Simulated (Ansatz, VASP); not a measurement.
GaP: VASP beside Ansatz

The input INCAR:

```
SYSTEM = GaP
PREC     = Accurate       ! precision mode
ENCUT    = 520            ! plane-wave cutoff, eV
EDIFF    = 1E-7           ! SCF threshold, eV
ISMEAR   = 0              ! smearing method
SIGMA    = 0.05           ! smearing width, eV
LREAL    = .False.        ! projectors in reciprocal space
LASPH    = .True.         ! aspherical terms in the spheres
NELM     = 100            ! most SCF steps
ALGO     = Normal         ! electronic algorithm
ISIF     = 2              ! what is computed and relaxed
LWAVE    = .False.        ! write WAVECAR
LCHARG   = .False.        ! write CHGCAR
GGA      = PE             ! functional
NBANDS   = 16             ! bands
```

Contents of KPOINTS:

```
regular mesh
0
Gamma
  10 10 10
  0 0 0
```

Contents of POSCAR:

```
GaP
1.0
    0.0000000000      2.8243204568      2.8243204568
    2.8243204568      0.0000000000      2.8243204568
    2.8243204568      2.8243204568      0.0000000000
Ga P
1 1
Direct
    0.0000000000      0.0000000000      0.0000000000
    0.7500000000      0.7500000000      0.7500000000
```

Input for Ansatz:

```yaml
crystal:
  lattice:
    - [0.0, 2.8243204568, 2.8243204568]
    - [2.8243204568, 0.0, 2.8243204568]
    - [2.8243204568, 2.8243204568, 0.0]
  atoms:
    - { symbol: Ga, position: [0.0, 0.0, 0.0] }
    - { symbol: P, position: [0.75, 0.75, 0.75] }
basis:
  ecutwfc: 420
kpoints:
  mp_grid: { grid: [10, 10, 10] }
hamiltonian:
  xc: pbe
  pseudopotentials: { kind: paw, azcp: { folder: soft_1 } }
scf:
  occupations: { method: gaussian, width: 0.05 }
output:
  forces: true
  stress: true
  eigenvalues: true
```

Alike in both runs: task single point; functional PBE; k mesh 10 × 10 × 10; occupations gaussian, width 0.05 eV; no spin polarisation.

```csv
,VASP,Ansatz
version,VASP 6.6.1,Ansatz 0.2.0
potentials or method,"VASP PAW PBE potentials, release 64 (Ga_d, P), cutoff 520 eV","scalar-relativistic, plane waves, PAW"
valence electrons in the cell,18,18
```

|  | VASP | Ansatz | Ansatz less VASP |
| --- | --- | --- | --- |
| gap on the k mesh at the Fermi level (eV) | 0.96 | 0.97 | +0.006 |
| least direct gap on the mesh (eV) | 0.96 | 0.97 | +0.006 |
| pressure (GPa) | -4.9 | -4.9 | -0.01 |

With one functional, cell and mesh, what is left measures potentials, basis and numerics.
